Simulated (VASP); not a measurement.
# SiO2 (P4_2/mnm) in VASP: further runs

Runs on SiO2. Level: PBE. Tasks: single point.

All numbers are computed with VASP 6.6.1; they aren't measurements. Logs are shortened: lines on timing, memory, paths and dates and some standing lists are left out, and cuts for length are marked.

## Step 1: The cell of the first run

Symmetry: P4_2/mnm, No. 136, tetragonal system. The conventional cell has a = 4.399 Å, b = 4.399 Å, c = 2.793 Å, α = 90.00°, β = 90.00°, γ = 90.00°. Si (site symmetry mmm) has 6 O at 1.84 to 1.91 Å within 2.4 Å. O (site symmetry m2m) has 3 Si at 1.84 to 1.91 Å and 1 O at 2.40 Å within 2.5 Å.

## Step 2: Single point, PBE (9.01 Å³/atom)

Contents of INCAR:

```
  PREC = Accurate
  ENCUT = 520
  EDIFF = 1E-7
  ISMEAR = 0
  SIGMA = 0.05
  LREAL = F
  LASPH = T
  NELM = 60
  ALGO = Normal
  ISIF = 2
  LWAVE = F
  LCHARG = T
  GGA = PE
  LELF = T
  LVHAR = T
  NBANDS = 25
```

Contents of KPOINTS:

```
regular mesh
0
Gamma
  6 6 10
```

Contents of POSCAR:

```
SiO2
1.0
    4.3989785218      0.0000000000      0.0000000000
    0.0000000000      4.3989785218      0.0000000000
    0.0000000000      0.0000000000      2.7933422760
Si O
2 4
Direct
    0.5000000000      0.5000000000      0.5000000000
    0.0000000000      0.0000000000      0.0000000000
    0.6930127928      0.6930127928      0.0000000000
    0.1930127928      0.8069872072      0.5000000000
    0.3069872072      0.3069872072      0.0000000000
    0.8069872072      0.1930127928      0.5000000000
```

Potentials or basis: VASP PAW PBE potentials, release 64 (Si, O).

Launch:

```sh
> cat potpaw_PBE.64/Si/POTCAR potpaw_PBE.64/O/POTCAR > POTCAR
> mpirun -np 1 vasp_std > vasp.out
```

OUTCAR:

```text
PREC = Accurate
   ENCUT = 520
   EDIFF = 1E-7
   ISMEAR = 0
   LREAL = F
   LASPH = T
   NELM = 60
   ISIF = 2
   GGA = PE

 ion  position               nearest neighbor table
   1  0.500  0.500  0.500-   3 1.84   5 1.84   3 1.84   5 1.84   4 1.91   6 1.91
   2  0.000  0.000  0.000-   4 1.84   6 1.84   4 1.84   6 1.84   5 1.91   3 1.91
   3  0.693  0.693  0.000-   1 1.84   1 1.84   2 1.91
   4  0.193  0.807  0.500-   2 1.84   2 1.84   1 1.91
   5  0.307  0.307  0.000-   1 1.84   1 1.84   2 1.91
   6  0.807  0.193  0.500-   2 1.84   2 1.84   1 1.91

  LATTYP: Found a simple tetragonal cell.
 ALAT       =     4.3989785218
 C/A-ratio  =     0.6349979347

  Lattice vectors:

 A1 = (   4.3989785218,   0.0000000000,   0.0000000000)
 A2 = (   0.0000000000,   4.3989785218,   0.0000000000)
 A3 = (   0.0000000000,   0.0000000000,   2.7933422760)

Analysis of symmetry for initial positions (statically):
=====================================================================
 Subroutine PRICEL returns:
 Original cell was already a primitive cell.

 Routine SETGRP: Setting up the symmetry group for a
 simple tetragonal supercell.

 Subroutine GETGRP returns: Found 16 space group operations
 (whereof  8 operations were pure point group operations)
 out of a pool of 16 trial point group operations.

The static configuration has the point symmetry D_2h.
 The point group associated with its full space group is D_4h.

Analysis of symmetry for dynamics (positions and initial velocities):
=====================================================================
 Subroutine PRICEL returns:
 Original cell was already a primitive cell.

 Routine SETGRP: Setting up the symmetry group for a
 simple tetragonal supercell.

 Subroutine GETGRP returns: Found 16 space group operations
 (whereof  8 operations were pure point group operations)
 out of a pool of 16 trial point group operations.

The dynamic configuration has the point symmetry D_2h.
 The point group associated with its full space group is D_4h.

 Subroutine INISYM returns: Found 16 space group operations
 (whereof  8 operations are pure point group operations),
 and found     1 'primitive' translations

----------------------------------------------------------------------------------------

                                     Primitive cell

  volume of cell :      54.0540

  direct lattice vectors                    reciprocal lattice vectors
[... 99 lines left out ...]
   IBRION =     -1    ionic relax: 0-MD 1-quasi-New 2-CG
   NFREE  =      0    steps in history (QN), initial steepest desc. (CG)
   ISIF   =      2    stress and relaxation
   ISYM   =      2    0-nonsym 1-usesym 2-fastsym
   POTIM  = 0.5000    time-step for ionic-motion
   TEBEG  =    0.0;   TEEND  =   0.0 temperature during run
   PSTRESS=    0.0 pullay stress
   NELECT =      32.0000    total number of electrons
   NUPDOWN=      -1.0000    fix difference up-down
   EMIN   =  10.00;   EMAX   =-10.00  energy-range for DOS
   EFERMI =   0.00;   METHOD = LEGACY
   ISMEAR =     0;   SIGMA  =   0.05  broadening in eV -4-tet -1-fermi 0-gaus
   EFERMI_NEDOS =   21; number of points for ismear=-14 and -15
   IALGO  =     38    algorithm
   IMIX   =      4    mixing-type and parameters
     AMIX     =   0.40;   BMIX     =  1.00
     AMIX_MAG =   1.60;   BMIX_MAG =  1.00
  volume/ion in A,a.u.               =       9.01        60.80
  Fermi-wavevector in a.u.,A,eV,Ry     =   1.374619  2.597652 25.709246  1.889576
  Thomas-Fermi vector in A             =   2.500029
   LORBIT       =      0    0 simple, 1 ext, 2 COOP (PROOUT), +10 PAW based schemes
   GGA     = PE    functional components
   LHFCALC =     F    Hartree Fock is set to
   AEXX    =    0.0000 exact exchange contribution
   IVDW    =     0    specifies the selected vdW correction
   LEPSILON=     F    determine dielectric tensor
   LRPA    =     F    only Hartree local field effects (RPA)
 non-spin polarized calculation
 Gauss-broadening in eV      SIGMA  =   0.05
  energy-cutoff  :      520.00
  volume of cell :       54.05
 maximum number of plane-waves:      1492
 NGX is ok and might be reduce to    36
   NGX = 17   NGY = 17   NGZ = 11

 number of electron      31.9999988 magnetization

 Free energy of the ion-electron system (eV)
  ---------------------------------------------------
  ext. energy  EPLUGINS =         0.00000000
  ---------------------------------------------------
  free energy    TOTEN  =       -45.80463187 eV

  energy without entropy =      -45.80463187  energy(sigma->0) =      -45.80463187

 E-fermi :   6.5653     XC(G=0): -11.5101

 val. band max:        6.2922190368   @ k =   0.0000   0.0000   0.0000
 cond. band min:       9.4821442251   @ k =   0.0000   0.0000   0.0000
 fundamental gap:      3.1899251883
 Fermi energy:         6.5653051228

 k-point     1 :       0.0000    0.0000    0.0000
  band No.  band energies     occupation
      1     -14.8268      2.00000
      2     -11.9063      2.00000
      3     -11.9063      2.00000
      4     -11.7706      2.00000
      5      -3.6915      2.00000
      6       0.6491      2.00000
[... 661 lines left out ...]
     24      18.1377      0.00000
     25      19.5362      0.00000

 [... further k-points ...]

------------------------ aborting loop because EDIFF is reached ----------------------------------------

  FORCE on cell =-STRESS in cart. coord.  units (eV):
  Direction    XX          YY          ZZ          XY          YZ          ZX
  --------------------------------------------------------------------------------------
  -------------------------------------------------------------------------------------
  Total       -8.1874658     -8.1874658    -10.3343119     -0.0000000      0.0000000      0.0000000
  in kB     -242.6790269   -242.6790269   -306.3122105     -0.0000000      0.0000000      0.0000000
  external PRESSURE =    -263.8900881 kB  Pullay stress =       0.0000000 kB

 VOLUME and BASIS-vectors are now :
 -----------------------------------------------------------------------------
  energy-cutoff  :      520.00
  volume of cell :       54.05
      direct lattice vectors                 reciprocal lattice vectors
     4.398978522  0.000000000  0.000000000     0.227325502  0.000000000  0.000000000
     0.000000000  4.398978522  0.000000000     0.000000000  0.227325502  0.000000000
     0.000000000  0.000000000  2.793342276     0.000000000  0.000000000  0.357994081

 POSITION                                       TOTAL-FORCE (eV/Angst)
 -----------------------------------------------------------------------------------
      2.19949      2.19949      1.39667         0.000000      0.000000      0.000000
      0.00000      0.00000      0.00000         0.000000      0.000000      0.000000
      3.04855      3.04855      0.00000        -0.473663     -0.473663     -0.000000
      0.84906      3.54992      1.39667        -0.473663      0.473663      0.000000
      1.35043      1.35043      0.00000         0.473663      0.473663      0.000000
      3.54992      0.84906      1.39667         0.473663     -0.473663     -0.000000
 -----------------------------------------------------------------------------------
    total drift:                                0.000000      0.000000     -0.000000

  FREE ENERGIE OF THE ION-ELECTRON SYSTEM (eV)
  ---------------------------------------------------
  free  energy   TOTEN  =       -45.8046318707 eV

  energy  without entropy=      -45.8046318707  energy(sigma->0) =      -45.80463187
```

OSZICAR:

```text
N       E                     dE             d eps       ncg     rms          rms(c)
DAV:   1     0.134813593105E+03    0.13481E+03   -0.17175E+04  3016   0.121E+03
DAV:   2    -0.426935970782E+02   -0.17751E+03   -0.16871E+03  3836   0.270E+02
DAV:   3    -0.502041608697E+02   -0.75106E+01   -0.74714E+01  3962   0.535E+01
DAV:   4    -0.502576288561E+02   -0.53468E-01   -0.53449E-01  3556   0.522E+00
DAV:   5    -0.502581279453E+02   -0.49909E-03   -0.49896E-03  3985   0.479E-01    0.152E+01
DAV:   6    -0.457453799881E+02    0.45127E+01   -0.13239E+01  3722   0.240E+01    0.658E+00
DAV:   7    -0.457918371993E+02   -0.46457E-01   -0.64159E-01  3628   0.461E+00    0.270E+00
DAV:   8    -0.457983192954E+02   -0.64821E-02   -0.30558E-02  3918   0.144E+00    0.104E+00
DAV:   9    -0.458044204769E+02   -0.61012E-02   -0.10884E-02  3842   0.856E-01    0.256E-01
DAV:  10    -0.458046838626E+02   -0.26339E-03   -0.11674E-03  3767   0.223E-01    0.635E-02
DAV:  11    -0.458046299430E+02    0.53920E-04   -0.18356E-04  3868   0.950E-02    0.156E-02
DAV:  12    -0.458046318083E+02   -0.18653E-05   -0.98861E-06  3690   0.214E-02    0.378E-03
DAV:  13    -0.458046318707E+02   -0.62421E-07   -0.47997E-07  3960   0.485E-03
   1 F= -.45804632E+02 E0= -.45804632E+02  d E =-.868786E-17
```

stdout:

```text
POSCAR found type information on POSCAR SiO
 POSCAR found :  2 types and       6 ions
 scaLAPACK will be used
 LDA part: xc-table for (Slater+PW92), standard interpolation
 POSCAR, INCAR and KPOINTS ok, starting setup
 FFT: planning ... GRIDC
 FFT: planning ... GRID_SOFT
 FFT: planning ... GRID
 WAVECAR not read
 entering main loop
```

It took 25 s on 1 thread of Intel Xeon 6975P-C (Granite Rapids), shared host; peak memory 0.21 GiB.

What came out:

| Property | Result |
| --- | --- |
| Free energy | -45.8046 eV |
| Pressure | -26.4 GPa |
| Largest force | 0.670 eV/Å |
| Band gap on the k mesh | 3.19 eV |

Forces in eV/Å, atoms in the order of the input:
```
Si   0.000  0.000  0.000
Si   0.000  0.000  0.000
O   -0.474 -0.474  0.000
O   -0.474  0.474  0.000
O    0.474  0.474  0.000
O    0.474 -0.474  0.000
```

Caveat: the cell stands under tension.

## Step 3: Single point, PBE (9.01 Å³/atom)

Contents of INCAR:

```
SYSTEM = SiO2
ALGO = Normal
EDIFF = 1E-6
ENCUT = 520
GGA = PE
ISIF = 2
ISMEAR = 0
LASPH = .TRUE.
LCHARG = .TRUE.
LELF = .TRUE.
LREAL = .FALSE.
LVHAR = .TRUE.
LWAVE = .FALSE.
NBANDS = 25
NELM = 80
PREC = Accurate
SIGMA = 0.05
```

Contents of KPOINTS:

```
k-points
0
G
  6 6 10
  0 0 0
```

POSCAR, as its differences from that of step 2:

```diff
@@ -2,5 +2,5 @@
 1.0
-    4.3989785218      0.0000000000      0.0000000000
-    0.0000000000      4.3989785218      0.0000000000
-    0.0000000000      0.0000000000      2.7933422760
+    4.4883905798      0.0000000000      0.0000000000
+    0.0000000000      4.4883905798      0.0000000000
+    0.0000000000      0.0000000000      2.6831598886
 Si O
```

Potentials or basis: VASP PAW PBE potentials, release 64 (Si, O).

Launch:

```sh
> cat potpaw_PBE.64/Si/POTCAR potpaw_PBE.64/O/POTCAR > POTCAR
> mpirun -np 1 vasp_std > vasp.out
```

Run time: 24 s. Hardware: 1 thread of Intel Xeon 6975P-C (Granite Rapids), shared host; peak memory 0.2 GiB.

It converged, with:

- Free energy: -45.7461 eV
- Pressure: -23.4 GPa
- Largest force: 1.309 eV/Å
- Band gap on the k mesh: 3.41 eV

Forces in eV/Å, atoms in the order of the input:
```
Si   0.000  0.000  0.000
Si   0.000  0.000  0.000
O   -0.925 -0.925  0.000
O   -0.925  0.925  0.000
O    0.925  0.925  0.000
O    0.925 -0.925  0.000
```

Stress tensor (GPa, compression positive):
```
-28.66   0.00   0.00
  0.00 -28.66   0.00
  0.00   0.00 -12.99
```

Levels at points of the mesh, in eV from the valence-band top:
```tsv
k point	band 13	band 14	band 15	band 16	band 17	band 18	band 19	band 20
(0.00, 0.00, 0.00)	-2.07	-0.82	-0.82	0.00	3.41	6.98	8.01	8.01
(0.50, 0.00, 0.00)	-2.10	-2.10	-0.99	-0.99	6.08	6.08	8.91	8.91
(0.50, 0.50, 0.00)	-2.17	-2.17	-1.95	-1.95	6.12	6.12	9.44	9.44
(0.00, 0.00, 0.50)	-2.20	-2.20	-2.15	-2.15	7.10	7.10	10.46	10.46
(0.50, 0.00, 0.50)	-1.99	-1.99	-1.37	-1.37	7.07	7.07	7.85	7.85
(0.50, 0.50, 0.50)	-1.59	-1.59	-1.22	-1.22	5.42	5.42	9.56	9.56
```

Caveat: the cell stands under tension; forces of over 1 eV/Å act on the atoms, so gaps and moduli don't describe the material at rest.

## Step 4: Single point, PBE (9.01 Å³/atom)

Contents of INCAR:

```
SYSTEM = SiO2
ALGO     = Normal         ! electronic algorithm
EDIFF    = 1E-7           ! SCF threshold, eV
ENCUT    = 520            ! plane-wave cutoff, eV
GGA      = PE             ! functional
ISIF     = 2              ! what is computed and relaxed
ISMEAR   = 0              ! smearing method
LASPH    = .True.         ! aspherical terms in the spheres
LCHARG   = .False.        ! write CHGCAR
LREAL    = .False.        ! projectors in reciprocal space
LWAVE    = .False.        ! write WAVECAR
NBANDS   = 25             ! bands
NELM     = 60             ! most SCF steps
PREC     = Accurate       ! precision mode
SIGMA    = 0.05           ! smearing width, eV
```

Contents of KPOINTS:

```
k-points
0
Gamma
  6 6 10
  0 0 0
```

POSCAR, as its differences from that of step 3:

```diff
@@ -2,5 +2,5 @@
 1.0
-    4.4883905798      0.0000000000      0.0000000000
-    0.0000000000      4.4883905798      0.0000000000
-    0.0000000000      0.0000000000      2.6831598886
+    4.5335838994      0.0000000000      0.0000000000
+    0.0000000000      4.5335838994      0.0000000000
+    0.0000000000      0.0000000000      2.6299320200
 Si O
```

Launch:

```sh
> cat potpaw_PBE.64/Si/POTCAR potpaw_PBE.64/O/POTCAR > POTCAR
> mpirun -np 1 vasp_std > vasp.out
```

Wall time 26 s (1 thread of Intel Xeon 6975P-C (Granite Rapids), shared host); peak memory 0.19 GiB.

It converged, with:

```
Free energy            : -45.5988 eV
Pressure               : -21.5 GPa
Largest force          : 1.629 eV/Å
Band gap on the k mesh : 3.48 eV
```

Forces in eV/Å, atoms in the order of the input:
```
Si   0.000  0.000  0.000
Si   0.000  0.000  0.000
O   -1.152 -1.152  0.000
O   -1.152  1.152  0.000
O    1.152  1.152  0.000
O    1.152 -1.152  0.000
```

Stress tensor (GPa, compression positive):
```
-30.83   0.00   0.00
  0.00 -30.83   0.00
  0.00   0.00  -2.75
```

Levels at points of the mesh, in eV from the valence-band top:
```tsv
k point	band 12	band 13	band 14	band 15	band 16	band 17	band 18	band 19	band 20	band 21
(0.00, 0.00, 0.00)	-2.16	-1.86	-0.84	-0.84	0.00	3.48	7.50	8.29	8.29	10.72
(0.50, 0.00, 0.00)	-3.09	-1.90	-1.90	-1.01	-1.01	6.18	6.18	9.38	9.38	9.56
(0.50, 0.50, 0.00)	-2.22	-2.10	-2.10	-1.99	-1.99	6.33	6.33	9.83	9.83	10.42
(0.00, 0.00, 0.50)	-4.07	-2.10	-2.10	-2.08	-2.08	7.08	7.08	10.28	10.28	10.95
(0.50, 0.00, 0.50)	-3.29	-1.98	-1.98	-1.32	-1.32	7.06	7.06	7.69	7.69	11.78
(0.50, 0.50, 0.50)	-4.01	-1.59	-1.59	-1.17	-1.17	5.39	5.39	9.48	9.48	10.85
```

Caveat: the cell stands under tension; forces of over 1 eV/Å act on the atoms, so gaps and moduli don't describe the material at rest.

## Step 5: Single point, PBE (9.01 Å³/atom)

Contents of INCAR:

```
SYSTEM = SiO2
ALGO = Normal
EDIFF = 1E-6
ENCUT = 520
GGA = PE
ISIF = 2
ISMEAR = 0
LASPH = .TRUE.
LCHARG = .FALSE.
LREAL = .FALSE.
LWAVE = .FALSE.
NBANDS = 25
NELM = 60
PREC = Accurate
SIGMA = 0.05
```

Contents of KPOINTS:

```
k-points
0
G
  6 6 10
  0 0 0
```

POSCAR, as its differences from that of step 4:

```diff
@@ -2,5 +2,5 @@
 1.0
-    4.5335838994      0.0000000000      0.0000000000
-    0.0000000000      4.5335838994      0.0000000000
-    0.0000000000      0.0000000000      2.6299320200
+    4.2683515632      0.0000000000      0.0000000000
+    0.0000000000      4.2683515632      0.0000000000
+    0.0000000000      0.0000000000      2.9669311716
 Si O
```

Launch:

```sh
> cat potpaw_PBE.64/Si/POTCAR potpaw_PBE.64/O/POTCAR > POTCAR
> mpirun -np 1 vasp_std > vasp.out
```

It took 23 s on 1 thread of Intel Xeon 6975P-C (Granite Rapids), shared host; peak memory 0.19 GiB.

It converged, with:

| Quantity | Value |
| --- | --- |
| Free energy | -45.3965 eV |
| Pressure | -28.3 GPa |
| Largest force | 0.246 eV/Å |
| Band gap on the k mesh | 2.83 eV |

Forces on the atoms (eV/Å):
```
Si   0.000  0.000  0.000
Si   0.000  0.000  0.000
O    0.174  0.174  0.000
O    0.174 -0.174  0.000
O   -0.174 -0.174  0.000
O   -0.174  0.174  0.000
```

Stress tensor (GPa, compression positive):
```
-17.54   0.00   0.00
  0.00 -17.54   0.00
  0.00   0.00 -49.94
```

Levels at points of the mesh, in eV from the valence-band top:
| k point | band 12 | band 13 | band 14 | band 15 | band 16 | band 17 | band 18 | band 19 | band 20 | band 21 |
| --- | --- | --- | --- | --- | --- | --- | --- | --- | --- | --- |
| (0.00, 0.00, 0.00) | -2.97 | -2.58 | -0.68 | -0.68 | 0.00 | 2.83 | 4.96 | 6.37 | 6.37 | 9.26 |
| (0.50, 0.00, 0.00) | -3.16 | -2.55 | -2.55 | -0.83 | -0.83 | 5.33 | 5.33 | 7.06 | 7.06 | 10.78 |
| (0.50, 0.50, 0.00) | -3.12 | -2.50 | -2.50 | -1.55 | -1.55 | 5.07 | 5.07 | 7.95 | 7.95 | 12.02 |
| (0.00, 0.00, 0.50) | -3.91 | -2.57 | -2.57 | -2.10 | -2.10 | 7.25 | 7.25 | 11.15 | 11.15 | 11.54 |
| (0.50, 0.00, 0.50) | -3.27 | -1.75 | -1.75 | -1.33 | -1.33 | 7.26 | 7.26 | 8.92 | 8.92 | 11.63 |
| (0.50, 0.50, 0.50) | -3.77 | -1.29 | -1.29 | -1.15 | -1.15 | 5.66 | 5.66 | 10.19 | 10.19 | 10.86 |

Caveat: the cell stands under tension.

## Step 6: Single point, PBE (9.01 Å³/atom)

INCAR, as its differences from that of step 5:

```diff
@@ -12,3 +12,3 @@
 NBANDS = 25
-NELM = 60
+NELM = 80
 PREC = Accurate
```

KPOINTS is that of step 5.

POSCAR, as its differences from that of step 5:

```diff
@@ -2,5 +2,5 @@
 1.0
-    4.2683515632      0.0000000000      0.0000000000
-    0.0000000000      4.2683515632      0.0000000000
-    0.0000000000      0.0000000000      2.9669311716
+    4.3550670816      0.0000000000      0.0000000000
+    0.0000000000      4.3550670816      0.0000000000
+    0.0000000000      0.0000000000      2.8499558982
 Si O
```

Potentials or basis: VASP PAW PBE potentials, release 64 (Si, O).

Launch:

```sh
> cat potpaw_PBE.64/Si/POTCAR potpaw_PBE.64/O/POTCAR > POTCAR
> mpirun -np 1 vasp_std > vasp.out
```

Wall time 22 s (1 thread of Intel Xeon 6975P-C (Granite Rapids), shared host); peak memory 0.19 GiB.

The run converged. Its results:

```yaml
Free_energy: -45.7286 eV
Pressure: -27.4 GPa
Largest_force: 0.357 eV/Å
Band_gap_on_the_k_mesh: 3.07 eV
```

Forces in eV/Å, atoms in the order of the input:
```
Si   0.000  0.000  0.000
Si   0.000  0.000  0.000
O   -0.252 -0.252  0.000
O   -0.252  0.252  0.000
O    0.252  0.252  0.000
O    0.252 -0.252  0.000
```

Stress tensor (GPa, compression positive):
```
-22.05   0.00   0.00
  0.00 -22.05   0.00
  0.00   0.00 -37.99
```

Levels at points of the mesh, in eV from the valence-band top:
```csv
k point,band 14,band 15,band 16,band 17,band 18,band 19
"(0.00, 0.00, 0.00)",-0.76,-0.76,0.00,3.07,5.64,7.01
"(0.50, 0.00, 0.00)",-2.48,-0.90,-0.90,5.63,5.63,7.67
"(0.50, 0.50, 0.00)",-2.37,-1.75,-1.75,5.45,5.45,8.43
"(0.00, 0.00, 0.50)",-2.47,-2.18,-2.18,7.18,7.18,11.14
"(0.50, 0.00, 0.50)",-1.91,-1.41,-1.41,7.17,7.17,8.45
"(0.50, 0.50, 0.50)",-1.47,-1.24,-1.24,5.55,5.55,9.90
```

Caveat: the cell stands under tension.

## Step 7: Overview

```csv
cell,gap on the mesh (eV),pressure (GPa),largest force (eV/Å)
"a = 4.399, b = 4.399, c = 2.793 Å, 6 atoms",3.19,-26.4,0.67
"a = 4.488, b = 4.488, c = 2.683 Å, 6 atoms",3.41,-23.4,1.31
"a = 4.534, b = 4.534, c = 2.630 Å, 6 atoms",3.48,-21.5,1.63
"a = 4.268, b = 4.268, c = 2.967 Å, 6 atoms",2.83,-28.3,0.25
"a = 4.355, b = 4.355, c = 2.850 Å, 6 atoms",3.07,-27.4,0.36
```

Alike in all rows: task single point; level PBE; potentials or basis VASP PAW PBE potentials, release 64 (Si, O); no spin polarisation; k mesh 6 × 6 × 10; cutoff (eV) 520; smearing gaussian 0.05 eV.

Caveats: the cell stands under tension; forces of over 1 eV/Å act on the atoms, so gaps and moduli don't describe the material at rest (at least some runs).

Absolute energies hang on the potentials; compare differences alone.
